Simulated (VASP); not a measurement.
**MgO: single point with PBE**

**What was measured.**

“Electronic structure of alkaline earth and post-transition metal oxides”, 2009, arxiv:0908.1581 quotes, for a bulk crystal of MgO: band gap 7.83 eV.

Crystal: MgO.

```xyz
2
Lattice="0.0000 2.1240 2.1240 2.1240 0.0000 2.1240 2.1240 2.1240 0.0000" Properties=species:S:1:pos:R:3 pbc="T T T"
Mg    0.0000    0.0000    0.0000
O     2.1240    2.1240    2.1240
```

```yaml
Program: VASP 6.6.1
Task: single point
Functional: PBE
Potentials_or_basis: VASP PAW PBE potentials, release 64 (Mg_sv, O)
Cutoff: 840 eV
k_mesh: 10 × 10 × 10
Occupations: gaussian, width 0.02 eV
Spin: no spin polarisation
```

The pressure is 0.7 GPa. The band gap on the k mesh is 4.50 eV.

Levels at points of the mesh, in eV from the valence-band top:
```
           k point  band 6  band 7  band 8  band 9  band 10  band 11
(0.00, 0.00, 0.00)    0.00    0.00    0.00    4.50    15.66    15.66
(0.50, 0.00, 0.00)   -4.50   -0.63   -0.63    7.75    12.33    16.07
(0.50, 0.50, 0.00)   -3.95   -1.30   -1.30    9.09     9.73    12.83
```

It took 30 s on 1 thread of Intel(R) Xeon(R) Platinum 8375C CPU @ 2.90GHz (Ice Lake) (shared host), peak memory 0.17 GiB.

Measured gap of MgO: 7.83 eV (quoted in “Electronic structure of alkaline earth and post-transition metal oxides”, 2009, arxiv:0908.1581). This calculation gives 4.50 eV (-3.33 eV). The value is that of PBE, without temperature or zero-point motion. Semilocal functionals fall short of measured gaps as a rule.
